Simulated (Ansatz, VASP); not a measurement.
One calculation of CuO, two programs

Contents of POSCAR:

```
CuO
1.0
    1.9909680000     -2.1535500000      0.0000000000
    1.9909680000      2.1535500000      0.0000000000
    0.0000000000      0.0000000000      5.1559280000
Cu O
2 2
Direct
    0.0000000000      0.5000000000      0.0000000000
    0.5000000000      0.0000000000      0.5000000000
    0.5000000000      0.5000000000      0.2500000000
    0.5000000000      0.5000000000      0.7500000000
```

INCAR.step1

```
  PREC = Accurate
  ENCUT = 520
  ISMEAR = 0
  SIGMA = 0.1
  LREAL = F
  LASPH = T
  NELM = 150
  ISPIN = 2
  MAGMOM = 1 1 0 0
  LMAXMIX = 4
  LDAU = T
  LDAUTYPE = 2
  LDAUL = 2 -1
  LDAUU = 4 0
  LDAUJ = 0 0
  NBANDS = 29
  GGA = PE
  ALGO = Normal
  EDIFF = 1E-4
  LWAVE = T
  LCHARG = F
```

The input INCAR.step2:

```
  PREC = Accurate
  ENCUT = 520
  EDIFF = 1E-6
  ISMEAR = 0
  SIGMA = 0.1
  LREAL = F
  LASPH = T
  NELM = 150
  ALGO = Normal
  ISIF = 2
  LWAVE = F
  LCHARG = F
  ISPIN = 2
  MAGMOM = 1 1 0 0
  LORBIT = 11
  LMAXMIX = 4
  LDAU = T
  LDAUTYPE = 2
  LDAUL = 2 -1
  LDAUU = 4 0
  LDAUJ = 0 0
  LDAUPRINT = 1
  METAGGA = R2SCAN
  LMIXTAU = T
  NBANDS = 29
  ISTART = 1
```

The input KPOINTS:

```
Automatic mesh
0
Gamma
  6 6 4
```

Input for Ansatz:

```yaml
crystal:
  lattice:
    - [1.990968, -2.15355, 0.0]
    - [1.990968, 2.15355, 0.0]
    - [0.0, 0.0, 5.155928]
  atoms:
    - { symbol: Cu, position: [0.0, 0.5, 0.0], spin: 1.0 }
    - { symbol: Cu, position: [0.5, 0.0, 0.5], spin: 1.0 }
    - { symbol: O, position: [0.5, 0.5, 0.25] }
    - { symbol: O, position: [0.5, 0.5, 0.75] }
basis:
  ecutwfc: 500
kpoints:
  mp_grid: { grid: [6, 6, 4] }
hamiltonian:
  xc: r2scan
  hubbard: { sites: [{ species: Cu, l: d, u_eff: 4.0 }] }
scf:
  occupations: { method: gaussian, width: 0.1 }
output:
  forces: true
  stress: true
  eigenvalues: true
  populations: true
magnetization:
  spin_polarized: true
```

Alike in both runs: task single point; functional r2SCAN; k mesh 6 × 6 × 4; occupations gaussian, width 0.1 eV; collinear spin; Hubbard terms Cu d U = 4.0 eV.

|  | VASP | Ansatz |
| --- | --- | --- |
| version | VASP 6.6.1 | Ansatz 0.2.0 |
| potentials or method | VASP PAW PBE potentials, release 64 (Cu, O), cutoff 520 eV | scalar-relativistic, plane waves, PAW |
| valence electrons in the cell | 34 | 50 |

|  | VASP | Ansatz | Ansatz less VASP |
| --- | --- | --- | --- |
| gap on the k mesh at the Fermi level (eV) | 0.72 | 0.33 | -0.383 |
| least direct gap on the mesh (eV) | 0.72 | 0.33 | -0.383 |
| pressure (GPa) | -4.9 | -2.6 | +2.30 |
| traceless stress, the component that is largest in VASP (GPa) | 1.85 | 2.08 | +0.233 |
| net moment per atom (μB) | 0.50 | 0.50 | 0.000 |
| size of the moment on the site where the two differ most (μB) | 0.28 | 0.32 | +0.033 |

VASP's potentials were made for PBE, not for r2SCAN. Site moments also hang on the region over which each program counts them. The programs project onto different local orbitals, so the same U acts differently, and such runs can settle in different states. VASP's potentials hold 34 valence electrons a cell and Ansatz's 50, so a difference there can come from the potentials and not from the codes. Ansatz's warnings: stability check not made.
